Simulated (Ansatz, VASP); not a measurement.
FeRu: VASP beside Ansatz

```
Fe Ru
1.0
     2.64280    0.00000    0.00000
    -1.32140    2.28873    0.00000
     0.00000    0.00000    4.07023
Fe Ru
1 1
Cartesian
  0.0000 0.0000 2.0351
  1.3214 0.7629 0.0000
```

Alike in both runs: task single point; functional LDA; k mesh 12 × 12 × 7; occupations fermi-dirac, width 0.05 eV; no spin polarisation.

|  | VASP | Ansatz |
| --- | --- | --- |
| version | VASP 6.6.1 | Ansatz 0.2.0 |
| potentials or method | VASP PAW LDA potentials, release 64 (Fe, Ru_pv) | PAW with Ansatz's default frozen-core files, scalar-relativistic |
| plane-wave cutoff (eV) | 520 | 420 |
| valence electrons in the cell | 22 | 32 |

|  | VASP | Ansatz | Ansatz less VASP |
| --- | --- | --- | --- |
| pressure (GPa) | -19.8 | -20.3 | -0.46 |
| traceless stress, the component that is largest in VASP (GPa) | 0.29 | 0.47 | +0.186 |

LDA's correlation is that of Perdew and Zunger in VASP and of Perdew and Wang (1992) in Ansatz. VASP's potentials hold 22 valence electrons a cell and Ansatz's 32, so a difference there can come from the potentials and not from the codes.
